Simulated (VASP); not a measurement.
A run of VASP 6.6.1 is set up as follows.

INCAR

```
SYSTEM = WC
ALGO = Normal
EDIFF = 1E-8
ENCUT = 520
GGA = PS
ISIF = 2
ISMEAR = -1
LASPH = .True.
LCHARG = .False.
LEFG = .True.
LREAL = .False.
LWAVE = .False.
NBANDS = 16
NELM = 80
PREC = Accurate
SIGMA = 0.05
```

The input KPOINTS:

```
k-points
0
Gamma
  13 13 12
  0 0 0
```

Contents of POSCAR:

```
WC
1.0
    2.9005014360      0.0000000000      0.0000000000
   -1.4502507180      2.5119079273      0.0000000000
    0.0000000000      0.0000000000      2.8572900000
W C
1 1
Direct
    0.0000000000      0.0000000000      0.0000000000
    0.6666666667      0.3333333333      0.5000000000
```

Potentials or basis: VASP PAW PBE potentials, release 64 (W_sv, C).

Command:

```console
$ cat potpaw_PBE.64/W_sv/POTCAR potpaw_PBE.64/C/POTCAR > POTCAR
$ mpirun -np 1 vasp_std > vasp.out
```

Q: Predict the band gap on the k mesh.

A: Zero (band 9 reaches 11.54 eV, above the bottom of band 10 at 10.29 eV).

Q: What does it give for the pressure?

A: -3.9 GPa.

Stress tensor (GPa, compression positive):
```
-1.31  0.00  0.00
 0.00 -1.31  0.00
 0.00  0.00 -9.09
```

Caveat: the cell differs from its parent crystal (zz strain of +1 %); without QUAD_EFG the Cq values of the log hold for a quadrupole moment of 1 mb, not for the nuclei; the PAW data sets were made with another functional, which shifts forces and pressure a little; spin-orbit coupling is left out, which moves the levels of the heavy elements.
